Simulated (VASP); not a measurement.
Runs of VASP 6.6.1 on Be. Symmetry: P6_3/mmc, No. 194, hexagonal system. The conventional cell has a = 2.265 Å, b = 2.265 Å, c = 3.561 Å, α = 90.00°, β = 90.00°, γ = 120.00°. Within 2.9 Å of Be (site symmetry -6m2) lie 12 Be at 2.21 to 2.26 Å. 

```tsv
k mesh	smearing	gap on the mesh (eV)	pressure (GPa)
16 × 16 × 9	fermi-dirac 0.01 eV	none	0.2
10 × 10 × 6	fermi-dirac 0.1 eV	none	0.4
16 × 16 × 9	fermi-dirac 0.3 eV	none	0.4
13 × 13 × 7	fermi-dirac 0.1 eV	none	0.3
3 × 3 × 2	fermi-dirac 0.1 eV	none	(a)
```

Alike in all rows: task single point; level r2SCAN; potentials or basis VASP PAW PBE potentials, release 64 (Be); no spin polarisation; cell as given; cutoff (eV) 520.

Question: Fill in the values left out.

Answer: (a) 10.2.

Caveats: some runs use coarse meshes; the PAW data sets were made with another functional, which shifts forces and pressure a little.

A gap of «none» marks levels without a gap at the run's occupations.
